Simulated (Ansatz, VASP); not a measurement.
## Si2Ni: VASP beside Ansatz

File INCAR:

```
  PREC = Accurate
  ENCUT = 520
  EDIFF = 1E-6
  ISMEAR = -1
  SIGMA = 0.05
  LREAL = False
  LASPH = True
  NELM = 150
  ALGO = Normal
  ISIF = 2
  LWAVE = False
  LCHARG = False
  ISPIN = 2
  MAGMOM = 0.8 0 0
  LORBIT = 11
  NUPDOWN = 0.8
  LMAXMIX = 4
  GGA = PS
  NBANDS = 20
```

File KPOINTS:

```
regular mesh
0
Gamma
  7 7 7
```

POSCAR

```
Si2Ni
1.0
    0.0000000000      2.7030000000      2.7030000000
    2.7030000000      0.0000000000      2.7030000000
    2.7030000000      2.7030000000      0.0000000000
Ni Si
1 2
Direct
    0.0000000000      0.0000000000      0.0000000000
    0.7500000000      0.7500000000      0.7500000000
    0.2500000000      0.2500000000      0.2500000000
```

Contents of input.yaml:

```yaml
crystal:
  lattice:
    - [0.0, 2.703, 2.703]
    - [2.703, 0.0, 2.703]
    - [2.703, 2.703, 0.0]
  atoms:
    - { symbol: Ni, position: [0.0, 0.0, 0.0], spin: 0.8 }
    - { symbol: Si, position: [0.75, 0.75, 0.75] }
    - { symbol: Si, position: [0.25, 0.25, 0.25] }
hamiltonian:
  xc: pbesol
  pseudopotentials: { kind: paw }
magnetization:
  spin_polarized: true
  initial_magnetization: 0.8
  spin_locking: { lock_magnetization: hard }
kpoints:
  mp_grid: { grid: [7, 7, 7] }
scf:
  occupations: { method: fermi_dirac, width: 0.05 }
  lower_state_search: "off"
output:
  forces: true
  stress: true
  eigenvalues: true
  write_density: true
  write_potential: true
  elf: true
  volumetric_format: npy
```

Alike in both runs: task single point; functional PBEsol; k mesh 7 × 7 × 7; occupations fermi-dirac, width 0.05 eV; collinear spin; fixed moment 0.8 μB.

|  | VASP | Ansatz |
| --- | --- | --- |
| version | VASP 6.6.1 | Ansatz 0.2.0 |
| potentials or method | VASP PAW PBE potentials, release 64 (Ni, Si) | Ansatz PAW |
| plane-wave cutoff (eV) | 520 | 420 |
| valence electrons in the cell | 18 | 26 |

```csv
,VASP,Ansatz,Ansatz less VASP
pressure (GPa),1.3,1.3,-0.01
net moment per atom (μB),0.27,0.27,0.000
size of the moment on the site where the two differ most (μB),0.36,0.35,-0.014
```

VASP's potentials were made for PBE, not for PBEsol. Site moments also hang on the region over which each program counts them. VASP's potentials hold 18 valence electrons a cell and Ansatz's 26, so a difference there can come from the potentials and not from the codes.
